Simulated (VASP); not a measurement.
## MnO: single point with PBE

MnO:

```
Mn O
1.0
     0.00000    2.22391    2.22391
     2.22391    0.00000    2.22391
     2.22391    2.22391    0.00000
Mn O
1 1
Direct
  0.00000 0.00000 0.00000
  0.50000 0.50000 0.50000
```

| Item | Value |
| --- | --- |
| Program | VASP 6.6.1 |
| Task | single point |
| Functional | PBE |
| Potentials or basis | VASP PAW PBE potentials, release 64 (Mn_pv, O) |
| Cutoff | 520 eV |
| k mesh | 10 × 10 × 10 |
| Occupations | fermi-dirac, width 0.05 eV |
| Spin | collinear spin, ferromagnetic start |
| Starting moments | [1.0, 0.0] μB |
| Fixed moment | 1 μB |

* Pressure: -25.0 GPa
* Net moment: 1.00 μB per cell
* Site moments: Mn +0.94; O +0.05 μB
* Valence electrons inside the program's atomic spheres: Mn 11.39; O 4.91

Run time: 33 s on 1 thread of AMD EPYC 9R45 96-Core Processor (Zen 5) (shared host), peak memory 0.13 GiB.

Caveat: the total moment is fixed, so each spin has its own Fermi level; a cell with one magnetic atom can't hold antiferromagnetic order, which such compounds often take.
